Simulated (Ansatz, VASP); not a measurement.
**PbO2 in VASP and in Ansatz**

Contents of INCAR:

```
  PREC = Accurate
  ENCUT = 520
  EDIFF = 1E-6
  ISMEAR = -1
  SIGMA = 0.05
  LREAL = False
  LASPH = True
  NELM = 100
  ALGO = Normal
  ISIF = 2
  LWAVE = False
  LCHARG = True
  GGA = PS
  LELF = True
  LVHAR = True
  NBANDS = 35
```

KPOINTS

```
Automatic mesh
0
Gamma
  6 6 8
```

POSCAR

```
PbO2
1.0
    4.9949598700      0.0000000000      0.0000000000
    0.0000000000      4.9949598700      0.0000000000
    0.0000000000      0.0000000000      3.4090009600
Pb O
2 4
Direct
    0.5027480000      0.5015570000      0.5175990000
   -0.0010710000      0.0065690000      0.0078740000
    0.6951090000      0.7037620000     -0.0047390000
    0.8041680000      0.1932850000      0.4959100000
    0.1880680000      0.8170620000      0.5032200000
    0.3005450000      0.3040730000      0.0142240000
```

The input input.yaml:

```yaml
crystal:
  lattice:
    - [4.99495987, 0.0, 0.0]
    - [0.0, 4.99495987, 0.0]
    - [0.0, 0.0, 3.40900096]
  atoms:
    - { symbol: Pb, position: [0.502748, 0.501557, 0.517599] }
    - { symbol: Pb, position: [-0.001071, 0.006569, 0.007874] }
    - { symbol: O, position: [0.695109, 0.703762, -0.004739] }
    - { symbol: O, position: [0.804168, 0.193285, 0.49591] }
    - { symbol: O, position: [0.188068, 0.817062, 0.50322] }
    - { symbol: O, position: [0.300545, 0.304073, 0.014224] }
kpoints:
  mp_grid: { grid: [6, 6, 8] }
scf:
  occupations: { method: fermi_dirac, width: 0.05 }
hamiltonian:
  xc: pbesol
  pseudopotentials: { kind: all_electron, lapw: { basis_error: 0.001 } }
output:
  forces: true
  stress: true
  eigenvalues: true
  populations: true
```

Change from the starting cell: atoms moved at random, drawn with an rms of 0.05 Å.

Alike in both runs: task single point; functional PBEsol; k mesh 6 × 6 × 8; occupations fermi-dirac, width 0.05 eV; no spin polarisation.

|  | VASP | Ansatz |
| --- | --- | --- |
| version | VASP 6.6.1 | Ansatz 0.2.0 |
| potentials or method | VASP PAW PBE potentials, release 64 (Pb_d, O), cutoff 520 eV | all-electron LAPW, scalar-relativistic |

Ansatz gave:

- pressure (GPa): 0.5
- traceless stress, the component that is largest in VASP (GPa): 0.70
- rms of the force components (eV/Å): 0.420

Q: Estimate VASP's values.

A: Pressure (GPa): 0.8; traceless stress, the component that is largest in VASP (GPa): 0.71; rms of the force components (eV/Å): 0.423.

VASP's potentials were made for PBE, not for PBEsol. Atom by atom the forces differ by 0.006 eV/Å (rms over components). Ansatz ran all-electron here, and VASP with PAW potentials.

Spin-orbit coupling is off throughout.
